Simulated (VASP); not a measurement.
# TlS3H3 in VASP: single point with PBE

Aim: the single point of TlS3H3 with PBE.

Everything below comes from runs of VASP 6.6.1. Logs are shortened: lines on timing, memory, paths and dates and some standing lists are left out, and cuts for length are marked.

**1. The cell of the first run**

The cell holds a molecule in a box, 7 atoms: a = 14.000 Å, b = 10.450 Å, c = 13.290 Å, α = 90.00°, β = 90.00°, γ = 90.00°.

**2. Single point, PBE**

Input file INCAR:

```
PREC = Accurate
ENCUT = 1000
EDIFF = 1E-6
ISMEAR = 0
SIGMA = 0.01
LREAL = False
LASPH = True
NELM = 120
ALGO = Normal
ISIF = 2
LWAVE = False
LCHARG = False
GGA = PE
NBANDS = 26
GGA_COMPAT = False
NELMDL = -8
```

Input file KPOINTS:

```
Automatic mesh
0
Gamma
  1 1 1
```

Input file POSCAR:

```
TlH3S3
1.0
   14.0000000000      0.0000000000      0.0000000000
    0.0000000000     10.4500000000      0.0000000000
    0.0000000000      0.0000000000     13.2900000000
Tl S H
1 3 3
Direct
    0.4947478600      0.4914373200      0.5058675700
    0.4026850000      0.5442794300      0.6613897700
    0.4134457100      0.4753378000      0.3386004500
    0.6697542900      0.4529177000      0.5201602700
    0.3214285700      0.5690201000      0.6089864600
    0.3257385700      0.4952095700      0.3794221200
    0.6787157100      0.4306220100      0.4199488300
```

Potentials or basis: VASP PAW PBE potentials, release 64 (Tl_d, S, H_h).

The run is started by

```sh
> cat potpaw_PBE.64/Tl_d/POTCAR potpaw_PBE.64/S/POTCAR potpaw_PBE.64/H_h/POTCAR > POTCAR
> mpirun -np 1 vasp_gam > vasp.out
```

OUTCAR:

```text
PREC = Accurate
   ENCUT = 1000
   EDIFF = 1E-6
   ISMEAR = 0
   LREAL = False
   LASPH = True
   NELM = 120
   ISIF = 2
   GGA = PE
   NELMDL = -8

 ion  position               nearest neighbor table
   1  0.495  0.491  0.506-   4 2.49   2 2.50   3 2.50
   2  0.403  0.544  0.661-   5 1.36   1 2.50
   3  0.413  0.475  0.339-   6 1.36   1 2.50
   4  0.670  0.453  0.520-   7 1.36   1 2.49
   5  0.321  0.569  0.609-   2 1.36
   6  0.326  0.495  0.379-   3 1.36
   7  0.679  0.431  0.420-   4 1.36

  LATTYP: Found a simple orthorhombic cell.
 ALAT       =    10.4500000000
 B/A-ratio  =     1.2717703349
 C/A-ratio  =     1.3397129187

  Lattice vectors:

 A1 = (   0.0000000000,  10.4500000000,   0.0000000000)
 A2 = (   0.0000000000,   0.0000000000,  13.2900000000)
 A3 = (  14.0000000000,   0.0000000000,   0.0000000000)

Analysis of symmetry for initial positions (statically):
=====================================================================
 Subroutine PRICEL returns:
 Original cell was already a primitive cell.

 Routine SETGRP: Setting up the symmetry group for a
 simple orthorhombic supercell.

 Subroutine GETGRP returns: Found  1 space group operations
 (whereof  1 operations were pure point group operations)
 out of a pool of  8 trial point group operations.

The static configuration has the point symmetry C_1 .

Analysis of symmetry for dynamics (positions and initial velocities):
=====================================================================
 Subroutine PRICEL returns:
 Original cell was already a primitive cell.

 Routine SETGRP: Setting up the symmetry group for a
 simple orthorhombic supercell.

 Subroutine GETGRP returns: Found  1 space group operations
 (whereof  1 operations were pure point group operations)
 out of a pool of  8 trial point group operations.

The dynamic configuration has the point symmetry C_1 .

 Subroutine INISYM returns: Found  1 space group operations
 (whereof  1 operations are pure point group operations),
 and found     1 'primitive' translations

[... 78 lines left out ...]
   ENCUT  = 1000.0 eV  73.50 Ry    8.57 a.u.  36.10 26.94 34.27*2*pi/ulx,y,z
   NELM   =    120;   NELMIN=  2; NELMDL= -8     # of ELM steps
   EDIFF  = 0.1E-05   stopping-criterion for ELM
   LREAL  =      F    real-space projection
   EDIFFG = 0.1E-04   stopping-criterion for IOM
   NSW    =      0    number of steps for IOM
   IBRION =     -1    ionic relax: 0-MD 1-quasi-New 2-CG
   NFREE  =      0    steps in history (QN), initial steepest desc. (CG)
   ISIF   =      2    stress and relaxation
   ISYM   =      2    0-nonsym 1-usesym 2-fastsym
   POTIM  = 0.5000    time-step for ionic-motion
   TEBEG  =    0.0;   TEEND  =   0.0 temperature during run
   PSTRESS=    0.0 pullay stress
   NELECT =      34.0000    total number of electrons
   NUPDOWN=      -1.0000    fix difference up-down
   EMIN   =  10.00;   EMAX   =-10.00  energy-range for DOS
   EFERMI =   0.00;   METHOD = LEGACY
   ISMEAR =     0;   SIGMA  =   0.01  broadening in eV -4-tet -1-fermi 0-gaus
   EFERMI_NEDOS =   21; number of points for ismear=-14 and -15
   IALGO  =     38    algorithm
   IMIX   =      4    mixing-type and parameters
     AMIX     =   0.40;   BMIX     =  1.00
     AMIX_MAG =   1.60;   BMIX_MAG =  1.00
  volume/ion in A,a.u.               =     277.76      1874.42
  Fermi-wavevector in a.u.,A,eV,Ry     =   0.424924  0.802990  2.456675  0.180560
  Thomas-Fermi vector in A             =   1.389983
   LORBIT       =      0    0 simple, 1 ext, 2 COOP (PROOUT), +10 PAW based schemes
   GGA     = PE    functional components
   LHFCALC =     F    Hartree Fock is set to
   AEXX    =    0.0000 exact exchange contribution
   IVDW    =     0    specifies the selected vdW correction
   LEPSILON=     F    determine dielectric tensor
   LRPA    =     F    only Hartree local field effects (RPA)
 non-spin polarized calculation
 Gauss-broadening in eV      SIGMA  =   0.01
  energy-cutoff  :     1000.00
  volume of cell :     1944.33
 maximum number of plane-waves:     69795
   NGX = 73   NGY = 53   NGZ = 69

 number of electron      34.0000000 magnetization

 Free energy of the ion-electron system (eV)
  ---------------------------------------------------
  ext. energy  EPLUGINS =         0.00000000
  ---------------------------------------------------
  free energy    TOTEN  =       -24.98484268 eV

  energy without entropy =      -24.98484268  energy(sigma->0) =      -24.98484268

 E-fermi :  -5.7809     XC(G=0):  -1.1039

 val. band max:       -5.8742073375   @ k =   0.0000   0.0000   0.0000
 cond. band min:      -3.2827960839   @ k =   0.0000   0.0000   0.0000
 fundamental gap:      2.5914112536
 Fermi energy:        -5.7808527516

 k-point     1 :       0.0000    0.0000    0.0000
  band No.  band energies     occupation
      1     -17.9918      2.00000
      2     -17.8144      2.00000
      3     -17.7935      2.00000
      4     -16.0955      2.00000
      5     -16.0926      2.00000
      6     -15.9523      2.00000
[... 18 lines left out ...]
     25       0.6887      0.00000
     26       0.8644      0.00000

------------------------ aborting loop because EDIFF is reached ----------------------------------------

  FORCE on cell =-STRESS in cart. coord.  units (eV):
  Direction    XX          YY          ZZ          XY          YZ          ZX
  --------------------------------------------------------------------------------------
  -------------------------------------------------------------------------------------
  Total       -1.4834640     -0.0788266     -1.2588390      0.2661457     -0.1808551     -0.0043414
  in kB       -1.2224140     -0.0649552     -1.0373169      0.2193111     -0.1490294     -0.0035774
  external PRESSURE =      -0.7748954 kB  Pullay stress =       0.0000000 kB

 VOLUME and BASIS-vectors are now :
 -----------------------------------------------------------------------------
  energy-cutoff  :     1000.00
  volume of cell :     1944.33
      direct lattice vectors                 reciprocal lattice vectors
    14.000000000  0.000000000  0.000000000     0.071428571  0.000000000  0.000000000
     0.000000000 10.450000000  0.000000000     0.000000000  0.095693780  0.000000000
     0.000000000  0.000000000 13.290000000     0.000000000  0.000000000  0.075244545

 POSITION                                       TOTAL-FORCE (eV/Angst)
 -----------------------------------------------------------------------------------
      6.92647      5.13552      6.72298        -0.049504      0.000064     -0.008940
      5.63759      5.68772      8.78987        -0.006596     -0.005889     -0.282468
      5.78824      4.96728      4.50000        -0.032909      0.043139      0.285039
      9.37656      4.73299      6.91293        -0.228269      0.017034     -0.173210
      4.50000      5.94626      8.09343         0.174803     -0.059297      0.072652
      4.56034      5.17494      5.04252         0.180152     -0.021960     -0.056328
      9.50202      4.50000      5.58112        -0.037677      0.026909      0.163255
 -----------------------------------------------------------------------------------
    total drift:                                0.000035      0.000015      0.000179

  FREE ENERGIE OF THE ION-ELECTRON SYSTEM (eV)
  ---------------------------------------------------
  free  energy   TOTEN  =       -24.9848426810 eV

  energy  without entropy=      -24.9848426810  energy(sigma->0) =      -24.98484268
```

OSZICAR:

```text
N       E                     dE             d eps       ncg     rms          rms(c)
DAV:   1     0.342675727990E+03    0.34268E+03   -0.12265E+04    52   0.136E+03
DAV:   2     0.593497959184E+02   -0.28333E+03   -0.25389E+03    70   0.205E+02
DAV:   3    -0.227185186991E+02   -0.82068E+02   -0.81721E+02    78   0.873E+01
[... 20 lines left out ...]
DAV:  24    -0.249848085830E+02   -0.65639E-04   -0.38146E-06    54   0.655E-03    0.331E-03
DAV:  25    -0.249848262336E+02   -0.17651E-04   -0.58841E-07    54   0.308E-03    0.234E-03
DAV:  26    -0.249848375198E+02   -0.11286E-04   -0.48567E-07    44   0.292E-03    0.489E-04
DAV:  27    -0.249848417964E+02   -0.42766E-05   -0.20213E-07    46   0.146E-03    0.867E-04
DAV:  28    -0.249848426810E+02   -0.88468E-06   -0.84727E-09    56   0.742E-04
   1 F= -.24984843E+02 E0= -.24984843E+02  d E =-.798581E-40
```

Wall time 9.4 min (1 thread of Intel Xeon Platinum 8488C (Sapphire Rapids), shared host); peak memory 3.3 GiB.

What came out:

- Free energy: -24.9848 eV
- Largest force: 0.290 eV/Å
- Gap between the frontier levels: 2.59 eV

Forces on the atoms (eV/Å):
```
Tl  -0.050  0.000 -0.009
S   -0.007 -0.006 -0.282
S   -0.033  0.043  0.285
S   -0.228  0.017 -0.173
H    0.175 -0.059  0.073
H    0.180 -0.022 -0.056
H   -0.038  0.027  0.163
```

Caveat: spin-orbit coupling is left out, which moves the levels of the heavy elements.
